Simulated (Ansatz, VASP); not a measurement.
## Al in VASP and in Ansatz

The input INCAR:

```
SYSTEM = Al
PREC     = Accurate       ! precision mode
ENCUT    = 520            ! plane-wave cutoff, eV
EDIFF    = 1E-7           ! SCF threshold, eV
ISMEAR   = 0              ! smearing method
SIGMA    = 0.15           ! smearing width, eV
LREAL    = .False.        ! projectors in reciprocal space
LASPH    = .True.         ! aspherical terms in the spheres
NELM     = 60             ! most SCF steps
ALGO     = Normal         ! electronic algorithm
ISIF     = 2              ! what is computed and relaxed
LWAVE    = .False.        ! write WAVECAR
LCHARG   = .True.         ! write CHGCAR
GGA      = PS             ! functional
LELF     = .True.         ! ELF
LVHAR    = .True.       
NBANDS   = 8              ! bands
```

Contents of KPOINTS:

```
Automatic mesh
0
Gamma
  20 20 20
  0 0 0
```

The input POSCAR:

```
Al
1.0
   -1.5912186900      1.6210540404      1.6210540404
    1.5912186900     -1.5613833396      1.5613833396
    1.5912186900      1.5613833396     -1.5613833396
Al
1
Direct
    0.0000000000      0.0000000000      0.0000000000
```

Input for Ansatz:

```yaml
crystal:
  lattice:
    - [-1.59121869, 1.6210540404, 1.6210540404]
    - [1.59121869, -1.5613833396, 1.5613833396]
    - [1.59121869, 1.5613833396, -1.5613833396]
  atoms:
    - { symbol: Al, position: [0.0, 0.0, 0.0] }
basis:
  ecutwfc: 420
kpoints:
  mp_grid: { grid: [20, 20, 20] }
hamiltonian:
  xc: pbesol
scf:
  occupations: { method: gaussian, width: 0.15 }
output:
  forces: true
  stress: true
  eigenvalues: true
```

Change from the starting cell: strain +0.0375 x Voigt [0, 0, 0, 1, 0, 0], atoms carried along.

Alike in both runs: task single point; functional PBEsol; k mesh 20 × 20 × 20; occupations gaussian, width 0.15 eV; no spin polarisation.

|  | VASP | Ansatz |
| --- | --- | --- |
| version | VASP 6.6.1 | Ansatz 0.2.0 |
| potentials or method | VASP PAW PBE potentials, release 64 (Al), cutoff 520 eV | scalar-relativistic, plane waves, PAW |
| valence electrons in the cell | 3 | 3 |

Ansatz gave:

```
gap on the k mesh at the Fermi level (eV)                     : none
pressure (GPa)                                                : 2.3
traceless stress, the component that is largest in VASP (GPa) : -1.81
```

Problem. Which values does VASP return?

Solution. gap on the k mesh at the Fermi level (eV): none; pressure (GPa): 2.4; traceless stress, the component that is largest in VASP (GPa): -1.83.

VASP's potentials were made for PBE, not for PBEsol. A gap of «none» marks a metal or a gap that the smearing closes.
